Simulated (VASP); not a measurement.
Set up this calculation in VASP 6.6.1, as the native input.

* Task: single point
* Functional: r2SCAN
* Potentials or basis: VASP PAW PBE potentials, release 64 (Nb_sv)
* Cutoff: 550 eV
* k mesh: 8 × 8 × 8
* Occupations: methfessel-paxton, width 0.1 eV
* Spin: no spin polarisation
* Dipole correction: no
* Further INCAR settings: ALGO = Normal; EDIFF = 1e-06; NBANDS = 12

Crystal: Nb.

```xyz
1
Lattice="0.0000 2.1150 2.1150 2.1150 0.0000 2.1150 2.1150 2.1150 0.0000" Properties=species:S:1:pos:R:3 pbc="T T T"
Nb    0.0000    0.0000    0.0000
```

The input as run:

POSCAR

```
Nb
1.0
    0.0000000000      2.1150000000      2.1150000000
    2.1150000000      0.0000000000      2.1150000000
    2.1150000000      2.1150000000      0.0000000000
Nb
1
Direct
    0.0000000000      0.0000000000      0.0000000000
```

INCAR.step1

```
PREC = Accurate
ENCUT = 550
ISMEAR = 1
SIGMA = 0.1
LREAL = False
LASPH = True
NELM = 120
NBANDS = 12
GGA = PE
ALGO = Normal
EDIFF = 1E-5
LWAVE = True
LCHARG = False
GGA_COMPAT = False
```

INCAR.step2

```
PREC = Accurate
ENCUT = 550
EDIFF = 1E-6
ISMEAR = 1
SIGMA = 0.1
LREAL = False
LASPH = True
NELM = 120
ALGO = Normal
ISIF = 2
LWAVE = False
LCHARG = False
METAGGA = R2SCAN
LMIXTAU = True
NBANDS = 12
ISTART = 1
GGA_COMPAT = False
```

KPOINTS

```
Automatic mesh
0
Gamma
  8 8 8
```

Potentials or basis: VASP PAW PBE potentials, release 64 (Nb_sv).

The run is started by

```bash
$ cat potpaw_PBE.64/Nb_sv/POTCAR > POTCAR
$ cp INCAR.step1 INCAR
$ mpirun -np 1 vasp_std > vasp.out
$ cp INCAR.step2 INCAR
$ mpirun -np 1 vasp_std > vasp.out
```

Results of the run:

The pressure is -3.0 GPa.

Caveat: the PAW data sets were made with another functional, which shifts forces and pressure a little.

Wall time 34 s on 1 thread of Intel Xeon 8259CL (shared host), peak memory 0.14 GiB.
